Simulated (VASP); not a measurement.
# BaTiO3 (R3m) in VASP: relaxation of cell and atoms with r2SCAN+U

Aim: the relaxation of cell and atoms of BaTiO3 with r2SCAN+U.

Program: VASP 6.6.1. These are calculated values, not measurements. Logs are shortened: lines on timing, memory, paths and dates and some standing lists are left out, and cuts for length are marked.

### 1 The cell of the first run

It takes space group R3m (No. 160, trigonal). Conventional cell: a = 5.655 Å, b = 5.655 Å, c = 6.953 Å, α = 90.00°, β = 90.00°, γ = 120.00°. Ba (site symmetry 3m) has 12 O at 2.79 to 2.88 Å and 8 Ti at 3.38 to 3.57 Å within 3.7 Å. Ti (site symmetry 3m) has 6 O at 1.88 to 2.14 Å within 2.5 Å. O (site symmetry m) has 2 Ti at 1.88 to 2.14 Å within 2.5 Å.

### 2 Relaxation of cell and atoms, r2SCAN+U

Input file POSCAR:

```
BaTiO3
1.0
    2.8276681575      1.6325549719      2.3177316080
   -2.8276681575      1.6325549719      2.3177316080
    0.0000000000     -3.2651099438      2.3177316080
Ba Ti O
1 1 3
Direct
    0.0000000000      0.0000000000      0.0000000000
    0.5140000000      0.5140000000      0.5140000000
    0.4916000000      0.4916000000      0.9815000000
    0.4916000000      0.9815000000      0.4916000000
    0.9815000000      0.4916000000      0.4916000000
```

Input file INCAR.step1:

```
SYSTEM = BaTiO3
ALGO = Normal
EDIFF = 1E-5
EDIFFG = -0.005
ENCUT = 660
GGA = PE
GGA_COMPAT = .False.
IBRION = 2
ISIF = 3
ISMEAR = 0
LASPH = .True.
LCHARG = .False.
LDAU = .True.
LDAUJ = 0 0 0
LDAUL = -1 2 -1
LDAUTYPE = 2
LDAUU = 0 4 0
LMAXMIX = 4
LREAL = .False.
LWAVE = .True.
NELM = 200
NELMIN = 4
NSW = 100
PREC = Accurate
SIGMA = 0.02
```

Input file INCAR.step2:

```
SYSTEM = BaTiO3
ALGO = Normal
EDIFF = 1E-7
EDIFFG = -0.005
ENCUT = 660
GGA_COMPAT = .False.
IBRION = 2
ISIF = 3
ISMEAR = 0
ISTART = 1
LASPH = .True.
LCHARG = .False.
LDAU = .True.
LDAUJ = 0 0 0
LDAUL = -1 2 -1
LDAUPRINT = 1
LDAUTYPE = 2
LDAUU = 0 4 0
LMAXMIX = 4
LMIXTAU = .True.
LREAL = .False.
LWAVE = .False.
METAGGA = R2SCAN
NELM = 200
NELMIN = 4
NSW = 100
PREC = Accurate
SIGMA = 0.02
```

Input file KPOINTS:

```
k-points
0
Gamma
  6 6 6
  0 0 0
```

Potentials or basis: VASP PAW PBE potentials, release 64 (Ba_sv, Ti_sv, O).

Launch:

```console
$ cat potpaw_PBE.64/Ba_sv/POTCAR potpaw_PBE.64/Ti_sv/POTCAR potpaw_PBE.64/O/POTCAR > POTCAR
$ cp INCAR.step1 INCAR
$ mpirun -np 1 vasp_std > vasp.out
$ cp INCAR.step2 INCAR
$ mpirun -np 1 vasp_std > vasp.out
```

OUTCAR:

```text
SYSTEM = BaTiO3
   EDIFF = 1E-7
   EDIFFG = -0.005
   ENCUT = 660
   IBRION = 2
   ISIF = 3
   ISMEAR = 0
   ISTART = 1
   LASPH = .True.
   LREAL = .False.
   METAGGA = R2SCAN
   NELM = 200
   NELMIN = 4
   NSW = 100
   PREC = Accurate

 ion  position               nearest neighbor table
   1  0.000  0.000  0.000-   3 2.79   4 2.79   5 2.79   5 2.83   4 2.83   4 2.83   5 2.83   3 2.83
                             3 2.83   3 2.88   4 2.88   5 2.88   2 3.38   2 3.43   2 3.43   2 3.43
   2  0.514  0.514  0.514-   3 1.88   4 1.88   5 1.88   3 2.14   4 2.14   5 2.14   1 3.38   1 3.43
                             1 3.43   1 3.43   1 3.50   1 3.50   1 3.50   1 3.57
   3  0.492  0.492  0.981-   2 1.88   2 2.14   1 2.79   1 2.83   1 2.83   1 2.88
   4  0.492  0.981  0.492-   2 1.88   2 2.14   1 2.79   1 2.83   1 2.83   1 2.88
   5  0.981  0.492  0.492-   2 1.88   2 2.14   1 2.79   1 2.83   1 2.83   1 2.88

  LATTYP: Found a trigonal (rhomboedric) cell.
 ALAT       =     4.0041007420
 COS(alpha) =     0.0025827226

  Lattice vectors:

 A1 = (   2.8276681575,   1.6325549719,   2.3177316080)
 A2 = (  -2.8276681575,   1.6325549719,   2.3177316080)
 A3 = (   0.0000000000,  -3.2651099438,   2.3177316080)

Analysis of symmetry for initial positions (statically):
=====================================================================
 Subroutine PRICEL returns:
 Original cell was already a primitive cell.

 Routine SETGRP: Setting up the symmetry group for a
 trigonal (rhombohedral) supercell.

 Subroutine GETGRP returns: Found  6 space group operations
 (whereof  6 operations were pure point group operations)
 out of a pool of 12 trial point group operations.

The static configuration has the point symmetry C_3v.

Analysis of symmetry for dynamics (positions and initial velocities):
=====================================================================
 Subroutine PRICEL returns:
 Original cell was already a primitive cell.

 Routine SETGRP: Setting up the symmetry group for a
 trigonal (rhombohedral) supercell.

 Subroutine GETGRP returns: Found  6 space group operations
 (whereof  6 operations were pure point group operations)
 out of a pool of 12 trial point group operations.

The dynamic configuration has the point symmetry C_3v.

 Subroutine INISYM returns: Found  6 space group operations
 (whereof  6 operations are pure point group operations),
 and found     1 'primitive' translations

----------------------------------------------------------------------------------------

                                     Primitive cell

  volume of cell :      64.1964

  direct lattice vectors                    reciprocal lattice vectors
     2.827668157  1.632554972  2.317731608     0.176824143  0.102089467  0.143818780
    -2.827668157  1.632554972  2.317731608    -0.176824143  0.102089467  0.143818780
     0.000000000 -3.265109944  2.317731608     0.000000000 -0.204178934  0.143818780

  length of vectors
     4.004100742  4.004100742  4.004100742     0.249745628  0.249745628  0.249745628

  position of ions in fractional coordinates (direct lattice)
     0.000000000  0.000000000  0.000000000
     0.514000000  0.514000000  0.514000000
     0.491600000  0.491600000  0.981500000
     0.491600000  0.981500000  0.491600000
     0.981500000  0.491600000  0.491600000

  ion indices of the primitive-cell ions
   primitive index   ion index
                 1           1
                 2           2
                 3           3
                 4           4
                 5           5

----------------------------------------------------------------------------------------
[... 87 lines left out ...]
   IALGO  =     38    algorithm
   IMIX   =      4    mixing-type and parameters
     AMIX     =   0.40;   BMIX     =  1.00
     AMIX_MAG =   1.60;   BMIX_MAG =  1.00
  volume/ion in A,a.u.               =      12.84        86.64
  Fermi-wavevector in a.u.,A,eV,Ry     =   1.398271  2.642349 26.601582  1.955161
  Thomas-Fermi vector in A             =   2.521445
   LORBIT       =      0    0 simple, 1 ext, 2 COOP (PROOUT), +10 PAW based schemes
 LDA+U is selected, type is set to LDAUTYPE =  2
   angular momentum for each species LDAUL =    -1    2   -1
   U (eV)           for each species LDAUU =   0.0  4.0  0.0
   J (eV)           for each species LDAUJ =   0.0  0.0  0.0
   METAGGA = R2SCAN    functional components
   LHFCALC =     F    Hartree Fock is set to
   AEXX    =    0.0000 exact exchange contribution
   IVDW    =     0    specifies the selected vdW correction
   LEPSILON=     F    determine dielectric tensor
   LRPA    =     F    only Hartree local field effects (RPA)
 conjugate gradient relaxation of ions
 non-spin polarized calculation
 Gauss-broadening in eV      SIGMA  =   0.02
  energy-cutoff  :      660.00
  volume of cell :       64.20
 maximum number of plane-waves:      2517
 NGX is ok and might be reduce to    36
   NGX = 17   NGY = 17   NGZ = 17

--------------------------------------- Ionic step        1  -------------------------------------------

 number of electron      40.0000000 magnetization

 Free energy of the ion-electron system (eV)
  ---------------------------------------------------
  ext. energy  EPLUGINS =         0.00000000
  ---------------------------------------------------
  free energy    TOTEN  =       -71.56606112 eV

  energy without entropy =      -71.56606112  energy(sigma->0) =      -71.56606112

------------------------ aborting loop because EDIFF is reached ----------------------------------------

  FORCE on cell =-STRESS in cart. coord.  units (eV):
  Direction    XX          YY          ZZ          XY          YZ          ZX
  --------------------------------------------------------------------------------------
  -------------------------------------------------------------------------------------
  Total        3.0520258      3.0520258      2.7243578      0.0000000      0.0000000      0.0000000
  in kB       76.1707324     76.1707323     67.9929795      0.0000000      0.0000000      0.0000000
  external PRESSURE =      73.4448147 kB  Pullay stress =       0.0000000 kB
[... 98 lines left out ...]
  FREE ENERGIE OF THE ION-ELECTRON SYSTEM (eV)
  ---------------------------------------------------
  free  energy   TOTEN  =       -71.6561405766 eV

  energy  without entropy=      -71.6561405766  energy(sigma->0) =      -71.65614058

[... ionic steps 4 to 24 ...]

--------------------------------------- Ionic step       25  -------------------------------------------

 number of electron      40.0000004 magnetization

------------------------ aborting loop because EDIFF is reached ----------------------------------------
[... 67 lines left out ...]
  FREE ENERGIE OF THE ION-ELECTRON SYSTEM (eV)
  ---------------------------------------------------
  free  energy   TOTEN  =       -71.6915686995 eV

  energy  without entropy=      -71.6915686995  energy(sigma->0) =      -71.69156870

atom =   2  type =  2  l = 2

 onsite density matrix

spin component  1

  0.1393 -0.0000  0.0000  0.0640  0.0000
 -0.0000  0.1846 -0.0000  0.0000  0.0640
  0.0000 -0.0000  0.0940 -0.0000 -0.0000
  0.0640  0.0000 -0.0000  0.1846 -0.0000
  0.0000  0.0640 -0.0000 -0.0000  0.1393

spin component  2

  0.1393 -0.0000  0.0000  0.0640  0.0000
 -0.0000  0.1846 -0.0000  0.0000  0.0640
  0.0000 -0.0000  0.0940 -0.0000 -0.0000
  0.0640  0.0000 -0.0000  0.1846 -0.0000
  0.0000  0.0640 -0.0000 -0.0000  0.1393

 occupancies and eigenvectors

  o =  0.0940  v =  0.0000 -0.0000  1.0000 -0.0000  0.0000  0.0000  0.0000  0.0000  0.0000  0.0000      0.0000  0.0000  0.0000  0.0000  0.0000  0.0000  0.0000  0.0000  0.0000  0.0000
  o =  0.0940  v =  0.0000  0.0000  0.0000  0.0000  0.0000  0.0000 -0.0000  1.0000 -0.0000  0.0000      0.0000  0.0000  0.0000  0.0000  0.0000  0.0000  0.0000  0.0000  0.0000  0.0000
  o =  0.0940  v =  0.0000 -0.5773 -0.0000 -0.0000  0.8165  0.0000  0.0000  0.0000  0.0000  0.0000      0.0000  0.0000  0.0000  0.0000  0.0000  0.0000  0.0000  0.0000  0.0000  0.0000
  o =  0.0940  v =  0.0000  0.0000  0.0000  0.0000  0.0000  0.0000 -0.5773 -0.0000 -0.0000  0.8165      0.0000  0.0000  0.0000  0.0000  0.0000  0.0000  0.0000  0.0000  0.0000  0.0000
  o =  0.0940  v =  0.0000  0.0000  0.0000  0.0000  0.0000 -0.8165  0.0000  0.0000  0.5773  0.0000      0.0000  0.0000  0.0000  0.0000  0.0000  0.0000  0.0000  0.0000  0.0000  0.0000
  o =  0.0940  v = -0.8165  0.0000  0.0000  0.5773  0.0000  0.0000  0.0000  0.0000  0.0000  0.0000      0.0000  0.0000  0.0000  0.0000  0.0000  0.0000  0.0000  0.0000  0.0000  0.0000
  o =  0.2298  v =  0.0000 -0.8165  0.0000 -0.0000 -0.5773  0.0000  0.0000  0.0000  0.0000  0.0000      0.0000  0.0000  0.0000  0.0000  0.0000  0.0000  0.0000  0.0000  0.0000  0.0000
  o =  0.2298  v =  0.0000  0.0000  0.0000  0.0000  0.0000  0.0000 -0.8165  0.0000 -0.0000 -0.5773      0.0000  0.0000  0.0000  0.0000  0.0000  0.0000  0.0000  0.0000  0.0000  0.0000
  o =  0.2298  v =  0.0000  0.0000  0.0000  0.0000  0.0000  0.5773  0.0000  0.0000  0.8165  0.0000      0.0000  0.0000  0.0000  0.0000  0.0000  0.0000  0.0000  0.0000  0.0000  0.0000
  o =  0.2298  v =  0.5773  0.0000  0.0000  0.8165  0.0000  0.0000  0.0000  0.0000  0.0000  0.0000      0.0000  0.0000  0.0000  0.0000  0.0000  0.0000  0.0000  0.0000  0.0000  0.0000

--------------------------------------- Ionic step       27  -------------------------------------------

 number of electron      40.0000004 magnetization

 Free energy of the ion-electron system (eV)
  ---------------------------------------------------
  ext. energy  EPLUGINS =         0.00000000
  ---------------------------------------------------
  free energy    TOTEN  =       -71.69157047 eV

  energy without entropy =      -71.69157047  energy(sigma->0) =      -71.69157047

 E-fermi :   3.6327     XC(G=0): -11.8060

 val. band max:        3.5059540233   @ k =   0.5000   0.5000   0.5000
 cond. band min:       6.1148669562   @ k =   0.0000   0.0000   0.0000
 fundamental gap:      2.6089129329
 Fermi energy:         3.6327470977

 k-point     1 :       0.0000    0.0000    0.0000
  band No.  band energies     occupation
      1     -56.5571      2.00000
      2     -31.6508      2.00000
      3     -31.6508      2.00000
      4     -31.6508      2.00000
      5     -22.0184      2.00000
      6     -14.3632      2.00000
[... 637 lines left out ...]
     23       8.0674      0.00000
     24       9.1473      0.00000

 [... further k-points ...]

------------------------ aborting loop because EDIFF is reached ----------------------------------------

  FORCE on cell =-STRESS in cart. coord.  units (eV):
  Direction    XX          YY          ZZ          XY          YZ          ZX
  --------------------------------------------------------------------------------------
  -------------------------------------------------------------------------------------
  Total        0.0060312      0.0060312      0.0048646      0.0000000      0.0000000     -0.0000000
  in kB        0.1476031      0.1476031      0.1190520      0.0000000      0.0000000     -0.0000000
  external PRESSURE =       0.1380861 kB  Pullay stress =       0.0000000 kB
[... 20 lines left out ...]
  FREE ENERGIE OF THE ION-ELECTRON SYSTEM (eV)
  ---------------------------------------------------
  free  energy   TOTEN  =       -71.6915704719 eV

  energy  without entropy=      -71.6915704719  energy(sigma->0) =      -71.69157047

 reached required accuracy - stopping structural energy minimisation
```

Run time: 31 min. Hardware: 1 thread of Intel Xeon 6975P-C (Granite Rapids), shared host; peak memory 0.28 GiB.

What came out:

| Item | Value |
| --- | --- |
| Free energy | -71.6916 eV |
| Relaxed volume | 13.09 Å³/atom |
| Relaxed cell | a = 4.030 Å, b = 4.030 Å, c = 4.030 Å, α = 90.00°, β = 90.00°, γ = 90.00° |
| Space group after relaxing (to 0.1 Å) | Pm-3m (No. 221) |
| Energy gained by relaxing | 25.1 meV/atom |
| Ionic steps | 27 |
| Pressure after relaxing | 0.0 GPa |
| Band gap on the k mesh | 2.61 eV (least direct gap 2.82 eV) |

Forces on the atoms (eV/Å):
```
Ba   0.000  0.000  0.002
Ti   0.000  0.000 -0.002
O    0.000  0.000  0.000
O    0.000  0.000  0.000
O    0.000  0.000  0.000
```

Step by step:
| step | energy change (eV) | largest force (eV/Å) | pressure (GPa) | volume (Å³) |
| --- | --- | --- | --- | --- |
| 1 | 0.0000 | 1.2701 | 7.34 | 64.20 |
| 2 | 0.0158 | 0.2442 | -9.29 | 69.82 |
| 3 | -0.0901 | 0.4262 | -1.41 | 66.72 |
| 4 | -0.0901 | 0.4383 | -1.26 | 66.67 |
| 5 | -0.1056 | 0.3173 | -0.31 | 66.03 |
| 6 | -0.1138 | 0.1642 | 1.51 | 65.08 |
| 7 | -0.1208 | 0.1656 | -0.05 | 65.54 |
| 8 | -0.1212 | 0.1717 | -0.54 | 65.70 |
| 9 | -0.1240 | 0.1268 | -0.08 | 65.51 |
| 10 | -0.1248 | 0.0862 | 0.38 | 65.33 |
| 11 | -0.1253 | 0.0335 | -0.27 | 65.57 |
| 12 | -0.1253 | 0.0375 | -0.15 | 65.53 |
| 13 | -0.1255 | 0.0156 | 0.03 | 65.46 |
| 14 | -0.1255 | 0.0145 | 0.04 | 65.46 |
| 15 | -0.1255 | 0.0080 | -0.03 | 65.48 |
| 16 | -0.1255 | 0.0074 | -0.04 | 65.49 |
| 17 | -0.1255 | 0.0072 | 0.03 | 65.47 |
| 18 | -0.1255 | 0.0074 | 0.02 | 65.47 |
| 19 | -0.1255 | 0.0078 | 0.01 | 65.47 |
| 20 | -0.1255 | 0.0086 | 0.03 | 65.46 |
| 21 | -0.1255 | 0.0075 | 0.04 | 65.47 |
| 22 | -0.1255 | 0.0063 | -0.06 | 65.49 |
| 23 | -0.1255 | 0.0053 | -0.03 | 65.48 |
| 24 | -0.1255 | 0.0058 | -0.02 | 65.48 |
| 25 | -0.1255 | 0.0064 | -0.01 | 65.48 |
| 26 | -0.1255 | 0.0058 | -0.02 | 65.48 |
| 27 | -0.1255 | 0.0024 | 0.01 | 65.47 |

Final structure:
```
Ba Ti O
1.0
     2.84985    1.64536    2.32694
    -2.84985    1.64536    2.32694
     0.00000   -3.29072    2.32694
Ba Ti O
1 1 3
Direct
  0.99570 0.99570 0.99570
  0.49544 0.49544 0.49544
  0.49587 0.49587 0.99582
  0.49587 0.99582 0.49587
  0.99582 0.49587 0.49587
```

Eigenvalues of the final occupation matrices:
```tsv
site	spin	trace	eigenvalues
site 2 d	1	0.74	0.09 0.09 0.09 0.23 0.23
site 2 d	2	0.74	0.09 0.09 0.09 0.23 0.23
```

Caveat: the PAW data sets were made with another functional, which shifts forces and pressure a little; spin-orbit coupling is left out, which moves the levels of the heavy elements. Zero-point motion and thermal expansion aren't in these numbers.
